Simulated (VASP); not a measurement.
# MnIn7Sb8 (P1) in VASP: single point with PBEsol+U

Aim: the single point of MnIn7Sb8 with PBEsol+U.

Program: VASP 6.6.1. These are calculated values, not measurements. Logs are shortened: lines on timing, memory, paths and dates and some standing lists are left out, and cuts for length are marked.

### Step 1. The cell of the first run

The typed cell holds 16 atoms: a = 9.162 Å, b = 9.162 Å, c = 9.162 Å, α = 60.00°, β = 60.00°, γ = 60.00°.

### Step 2. Single point, PBEsol+U, collinear spin, ferromagnetic start

The input, INCAR:

```
ALGO = Normal
EDIFF = 1E-6
ENCUT = 520
GGA = PS
ISIF = 2
ISMEAR = 0
ISPIN = 2
KPAR = 2
LASPH = True
LCHARG = False
LDAU = True
LDAUJ = 0 0 0
LDAUL = 2 -1 -1
LDAUPRINT = 1
LDAUTYPE = 2
LDAUU = 3.5 0 0
LMAXMIX = 4
LORBIT = 11
LREAL = Auto
LWAVE = False
MAGMOM = 4.81 0.01 0.01 0.01 0.01 0.01 0.01 0.01 -0.04 -0.04 -0.04 0.01 -0.04 0.01 0.01 0.01
NBANDS = 90
NCORE = 2
NELM = 150
PREC = Accurate
SIGMA = 0.05
```

The input, KPOINTS:

```
k-points
0
Gamma
  2 2 2
```

The input, POSCAR:

```
MnIn7Sb8
1.0
    0.0000000000      6.4782000000      6.4782000000
    6.4782000000      0.0000000000      6.4782000000
    6.4782000000      6.4782000000      0.0000000000
Mn In Sb
1 7 8
Direct
    0.9988502581      0.0004276680      0.0004245774
    0.0027230601      0.0044382473      0.4964145623
    0.0028997366      0.4968419036      0.0038982904
    0.0027732545      0.4966524874      0.4963778161
    0.4949933018      0.0045645802      0.0039905326
    0.4950727931      0.0043398310      0.4965838598
    0.4954078961      0.4966788219      0.0038715458
    0.4988757862      0.5007176113      0.4999438686
    0.1201738615      0.1220181841      0.1215809980
    0.1202420778      0.1218257847      0.6363219421
    0.1205489353      0.6363640381      0.1215372445
    0.1220304705      0.6262513316      0.6257154671
    0.6347816327      0.1218422655      0.1217268680
    0.6245252574      0.1238609416      0.6257902003
    0.6246975150      0.6263553237      0.1230776886
    0.6245924217      0.6261559484      0.6256911565
```

Potentials or basis: VASP PAW PBE potentials, release 64 (Mn_pv, In_d, Sb).

Command:

```
$ cat potpaw_PBE.64/Mn_pv/POTCAR potpaw_PBE.64/In_d/POTCAR potpaw_PBE.64/Sb/POTCAR > POTCAR
$ mpirun -np 4 vasp_std > vasp.out
```

OUTCAR:

```text
EDIFF = 1E-6
   ENCUT = 520
   GGA = PS
   ISIF = 2
   ISMEAR = 0
   ISPIN = 2
   LASPH = True
   LORBIT = 11
   LREAL = Auto
   NELM = 150
   PREC = Accurate

 ion  position               nearest neighbor table
   1  0.999  0.000  0.000-  11 2.72  13 2.72   9 2.72  10 2.72
   2  0.003  0.004  0.496-  10 2.81   9 2.81  12 2.83  14 2.83
   3  0.003  0.497  0.004-  11 2.81   9 2.81  12 2.83  15 2.83
   4  0.003  0.497  0.496-  10 2.81  11 2.81  16 2.83  12 2.83
   5  0.495  0.005  0.004-  13 2.81   9 2.81  14 2.83  15 2.83
   6  0.495  0.004  0.497-  10 2.81  13 2.81  14 2.83  16 2.83
[... 8 lines left out ...]
  15  0.625  0.626  0.123-   8 2.82   7 2.83   3 2.83   5 2.83
  16  0.625  0.626  0.626-   8 2.82   7 2.83   6 2.83   4 2.83

  LATTYP: Found a face centered cubic cell.
 ALAT       =    12.9564000000

  Lattice vectors:

 A1 = (   0.0000000000,   6.4782000000,   6.4782000000)
 A2 = (   6.4782000000,   0.0000000000,   6.4782000000)
 A3 = (   6.4782000000,   6.4782000000,   0.0000000000)

Analysis of symmetry for initial positions (statically):
=====================================================================
 Subroutine PRICEL returns:
 Original cell was already a primitive cell.

 Routine SETGRP: Setting up the symmetry group for a
 face centered cubic supercell.

 Subroutine GETGRP returns: Found  1 space group operations
 (whereof  1 operations were pure point group operations)
 out of a pool of 48 trial point group operations.

The static configuration has the point symmetry C_1 .

Analysis of symmetry for dynamics (positions and initial velocities):
=====================================================================
 Subroutine PRICEL returns:
 Original cell was already a primitive cell.

 Routine SETGRP: Setting up the symmetry group for a
 face centered cubic supercell.

 Subroutine GETGRP returns: Found  1 space group operations
 (whereof  1 operations were pure point group operations)
 out of a pool of 48 trial point group operations.

The dynamic configuration has the point symmetry C_1 .

Analysis of structural, dynamic, and magnetic symmetry:
=====================================================================
 Subroutine PRICEL returns:
 Original cell was already a primitive cell.

 Routine SETGRP: Setting up the symmetry group for a
 face centered cubic supercell.

[... 192 lines left out ...]

 Free energy of the ion-electron system (eV)
  ---------------------------------------------------
  ext. energy  EPLUGINS =         0.00000000
  ---------------------------------------------------
  free energy    TOTEN  =       -64.42691872 eV

  energy without entropy =      -64.41288629  energy(sigma->0) =      -64.41990251

 E-fermi :   4.5471     XC(G=0):  -8.8151

 val. band max:        4.5271268263   @ k =   0.0000   0.0000   0.5000
 cond. band min:       4.5949614009   @ k =   0.0000   0.0000   0.0000
 fundamental gap:      0.0678345746
 Fermi energy:         4.5470892318

 spin component 1

 k-point     1 :       0.0000    0.0000    0.0000
  band No.  band energies     occupation
      1     -45.9917      1.00000
      2     -45.9914      1.00000
      3     -45.9913      1.00000
      4      -9.8736      1.00000
      5      -9.8735      1.00000
      6      -9.8735      1.00000
[... 685 lines left out ...]
     83       7.4743      0.00000
     84       8.2308      0.00000
 Fermi energy:         4.5470892318

 spin component 2

 k-point     1 :       0.0000    0.0000    0.0000
  band No.  band energies     occupation
      1     -41.3919      1.00000
      2     -41.3917      1.00000
      3     -41.3917      1.00000
      4      -9.8709      1.00000
      5      -9.8709      1.00000
      6      -9.8708      1.00000
[... 685 lines left out ...]
     83       8.2253      0.00000
     84       8.3266      0.00000
 [bands above 84 left out]

------------------------ aborting loop because EDIFF is reached ----------------------------------------

  FORCE on cell =-STRESS in cart. coord.  units (eV):
  Direction    XX          YY          ZZ          XY          YZ          ZX
  --------------------------------------------------------------------------------------
  -------------------------------------------------------------------------------------
  Total        0.7666806      0.7702464      0.7594203     -0.0158709      0.0120721     -0.0021974
  in kB        2.2590822      2.2695891      2.2376889     -0.0467648      0.0355714     -0.0064748
  external PRESSURE =       2.2554534 kB  Pullay stress =       0.0000000 kB

 VOLUME and BASIS-vectors are now :
 -----------------------------------------------------------------------------
  energy-cutoff  :      520.00
  volume of cell :      543.74
      direct lattice vectors                 reciprocal lattice vectors
     0.000000000  6.478200000  6.478200000    -0.077181933  0.077181933  0.077181933
     6.478200000  0.000000000  6.478200000     0.077181933 -0.077181933  0.077181933
     6.478200000  6.478200000  0.000000000     0.077181933  0.077181933 -0.077181933

 POSITION                                       TOTAL-FORCE (eV/Angst)
 -----------------------------------------------------------------------------------
      0.00552      6.47350      6.47352         0.001773     -0.002966     -0.000253
      3.24462      3.23351      0.04639         0.003950     -0.004505     -0.017288
      3.24390      0.04404      3.23743         0.002677     -0.009112     -0.001779
      6.43305      3.23360      3.23538         0.013349     -0.005660     -0.002989
      0.05542      3.23252      3.23624        -0.015190      0.004555      0.005914
      3.24508      6.42415      3.23529        -0.007345      0.015663      0.000889
[... 8 lines left out ...]
      4.85498      4.84424      8.10457        -0.001073      0.000280     -0.000212
      8.10972      8.09959      8.10260         0.000669      0.000240     -0.000912
 -----------------------------------------------------------------------------------
    total drift:                               -0.009883      0.019170     -0.005230

  FREE ENERGIE OF THE ION-ELECTRON SYSTEM (eV)
  ---------------------------------------------------
  free  energy   TOTEN  =       -64.4269187222 eV

  energy  without entropy=      -64.4128862944  energy(sigma->0) =      -64.41990251

 total charge

# of ion       s       p       d       tot
------------------------------------------
    1        0.301   6.215   4.853  11.369
    2        0.858   0.714   9.864  11.436
    3        0.858   0.714   9.864  11.436
    4        0.858   0.714   9.864  11.436
    5        0.858   0.714   9.864  11.436
    6        0.858   0.714   9.864  11.436
[... 8 lines left out ...]
   15        1.128   1.334   0.018   2.481
   16        1.128   1.334   0.018   2.481
--------------------------------------------------
tot         15.338  21.944  74.051 111.332

 magnetization (x)

# of ion       s       p       d       tot
------------------------------------------
    1        0.044   0.053   4.302   4.399
    2        0.003   0.004  -0.000   0.008
    3        0.003   0.004  -0.000   0.008
    4        0.003   0.004  -0.000   0.008
    5        0.003   0.004  -0.000   0.008
    6        0.003   0.004  -0.000   0.007
[... 8 lines left out ...]
   15        0.000   0.010   0.000   0.011
   16        0.000   0.010   0.000   0.011
--------------------------------------------------
tot          0.059  -0.028   4.312   4.342
```

OSZICAR:

```text
N       E                     dE             d eps       ncg     rms          rms(c)
DAV:   1     0.144050031381E+04    0.14405E+04   -0.60401E+04  3056   0.162E+03
DAV:   2     0.138067324234E+03   -0.13024E+04   -0.12600E+04  2944   0.433E+02
DAV:   3    -0.523544376239E+02   -0.19042E+03   -0.18087E+03  3352   0.185E+02
DAV:   4    -0.652856117666E+02   -0.12931E+02   -0.12708E+02  3438   0.483E+01
DAV:   5    -0.658370554346E+02   -0.55144E+00   -0.55074E+00  3752   0.100E+01    0.163E+01
DAV:   6    -0.655162020098E+02    0.32085E+00   -0.24128E+01  3302   0.248E+01    0.232E+01
DAV:   7    -0.640631766377E+02    0.14530E+01   -0.15836E+01  3614   0.160E+01    0.100E+01
DAV:   8    -0.644586111445E+02   -0.39543E+00   -0.15455E+00  3288   0.412E+00    0.473E+00
DAV:   9    -0.643918156271E+02    0.66796E-01   -0.46550E-01  3494   0.300E+00    0.249E+00
DAV:  10    -0.644160813517E+02   -0.24266E-01   -0.17188E-01  3824   0.116E+00    0.135E+00
DAV:  11    -0.644249139430E+02   -0.88326E-02   -0.17025E-02  3582   0.542E-01    0.743E-01
DAV:  12    -0.644255224238E+02   -0.60848E-03   -0.35230E-03  3504   0.238E-01    0.450E-01
DAV:  13    -0.644267442628E+02   -0.12218E-02   -0.15021E-03  3758   0.156E-01    0.994E-02
DAV:  14    -0.644268686016E+02   -0.12434E-03   -0.59570E-04  3352   0.117E-01    0.461E-02
DAV:  15    -0.644268965018E+02   -0.27900E-04   -0.81390E-05  3580   0.320E-02    0.326E-02
DAV:  16    -0.644269130495E+02   -0.16548E-04   -0.14648E-05  2704   0.132E-02    0.149E-02
DAV:  17    -0.644269182132E+02   -0.51637E-05   -0.55275E-06  2696   0.821E-03    0.804E-03
DAV:  18    -0.644269187222E+02   -0.50907E-06   -0.89865E-07  2088   0.521E-03
   1 F= -.64426919E+02 E0= -.64419903E+02  d E =-.140324E-01  mag=     4.6855
```

It took 7.2 min on 4 MPI ranks of AMD EPYC 7R43 (Zen 3), shared host; peak memory 0.69 GiB.

What came out:

```
Free energy                                           : -64.4269 eV
Pressure                                              : 0.2 GPa
Largest force                                         : 0.018 eV/Å
Net moment                                            : 4.69 μB per cell
Site moments                                          : Mn +4.40; In +0.01; Sb -0.04, +0.01 (each value once) μB
Valence electrons inside the program's atomic spheres : Mn 11.37; In 11.44; Sb 2.50, 2.48 (each value once)
```

Forces in eV/Å, atoms in the order of the input:
```
Mn   0.002 -0.003  0.000
In   0.004 -0.005 -0.017
In   0.003 -0.009 -0.002
In   0.013 -0.006 -0.003
In  -0.015  0.005  0.006
In  -0.007  0.016  0.001
In   0.001 -0.001  0.013
In  -0.002  0.006  0.004
Sb  -0.007 -0.004 -0.004
Sb   0.005  0.004 -0.004
Sb   0.007 -0.007  0.005
Sb   0.002 -0.001 -0.002
Sb  -0.005  0.004  0.006
Sb   0.000 -0.001 -0.002
Sb  -0.001  0.000  0.000
Sb   0.001  0.000 -0.001
```

Eigenvalues of the final occupation matrices:
```csv
site,spin,trace,eigenvalues
site 1 d,1,4.59,0.92 0.92 0.92 0.92 0.92
site 1 d,2,0.28,0.02 0.02 0.08 0.08 0.08
```

Caveat: the k points lie up to 0.42 Å⁻¹ apart; the PAW data sets were made with another functional, which shifts forces and pressure a little; spin-orbit coupling is left out, which moves the levels of the heavy elements; a cell with one magnetic atom can't hold antiferromagnetic order, which such compounds often take; the U is typed as a test and isn't derived for this compound.
